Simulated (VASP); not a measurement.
Input of a VASP 6.6.1 run:

INCAR

```
PREC = Accurate
ENCUT = 520
EDIFF = 1E-6
ISMEAR = 0
SIGMA = 0.05
LREAL = F
LASPH = T
NELM = 100
ALGO = Normal
ISIF = 2
LWAVE = F
LCHARG = F
GGA = PE
NBANDS = 16
```

Contents of KPOINTS:

```
regular mesh
0
Gamma
  9 9 6
```

File POSCAR:

```
MgO
1.0
    3.4157000000      0.0000000000      0.0000000000
   -1.7078500000      2.9580829717      0.0000000000
    0.0000000000      0.0000000000      4.2818000000
Mg O
2 2
Direct
    0.6666666667      0.3333333333      0.7500000000
    0.3333333333      0.6666666667      0.2500000000
    0.6666666667      0.3333333333      0.2500000000
    0.3333333333      0.6666666667      0.7500000000
```

Potentials or basis: VASP PAW PBE potentials, release 64 (Mg, O).

Launch:

```sh
$ cat potpaw_PBE.64/Mg/POTCAR potpaw_PBE.64/O/POTCAR > POTCAR
$ mpirun -np 1 vasp_std > vasp.out
```

(1) What does it give for the band gap on the k mesh?

(2) Estimate the pressure.

Answers

(1) 3.47 eV, direct.

(2) 6.7 GPa.
